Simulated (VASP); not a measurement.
A run of VASP 6.6.1:

The input INCAR:

```
SYSTEM = Al7Co8
PREC     = Accurate       ! precision mode
ENCUT    = 520            ! plane-wave cutoff, eV
EDIFF    = 1E-6           ! SCF threshold, eV
ISMEAR   = 0              ! smearing method
SIGMA    = 0.1            ! smearing width, eV
LREAL    = Auto         
LASPH    = .True.         ! aspherical terms in the spheres
NELM     = 100            ! most SCF steps
ALGO     = Fast           ! electronic algorithm
ISIF     = 2              ! what is computed and relaxed
LWAVE    = .False.        ! write WAVECAR
LCHARG   = .False.        ! write CHGCAR
GGA      = PE             ! functional
NBANDS   = 60             ! bands
ISYM     = 0
```

File KPOINTS:

```
Automatic mesh
0
Gamma
  5 4 4
  0 0 0
```

Contents of POSCAR:

```
Al7Co8
1.0
   -0.0004384901      0.0006221897     -5.6585954466
    5.6414632228      0.0043216562     -2.8288601481
   -0.0042297319     -5.6413799246     -2.8286762693
Al Co
7 8
Direct
    0.5000453185      0.4991851757      0.4997231756
    0.9985019156      0.5018163879      0.4992874077
    0.2492956488      0.5005049036      0.9994852509
    0.7492775554      0.5005170052      0.9994815004
    0.7491697261      0.0005108024      0.4994918522
    0.5000510702      0.0007165142      0.9981752804
    0.9985130759      0.0002782184      0.0008063097
    0.4931447545      0.2467590275      0.2536334999
    0.0055136540      0.2462079654      0.2533697992
    0.2473030073      0.2459726241      0.7449937371
    0.7600922380      0.2459952426      0.7449847871
    0.2511232528      0.7551142475      0.2541275637
    0.7385595637      0.7548998920      0.2538958226
    0.4930463504      0.7547424874      0.7456923096
    0.0054613393      0.7543515688      0.7452363386
```

Potentials or basis: VASP PAW PBE potentials, release 64 (Al, Co).

Launch:

```console
$ cat potpaw_PBE.64/Al/POTCAR potpaw_PBE.64/Co/POTCAR > POTCAR
$ mpirun -np 1 vasp_std > vasp.out
```

Hardware: 1 thread of Intel Xeon 8259CL (shared host).

Problem. Estimate the wall time of this run.

Solution. It took 25 min on 1 thread of Intel Xeon 8259CL, with other jobs on the host, peak memory 0.48 GiB. Counts: scf iterations 21, k points 42.
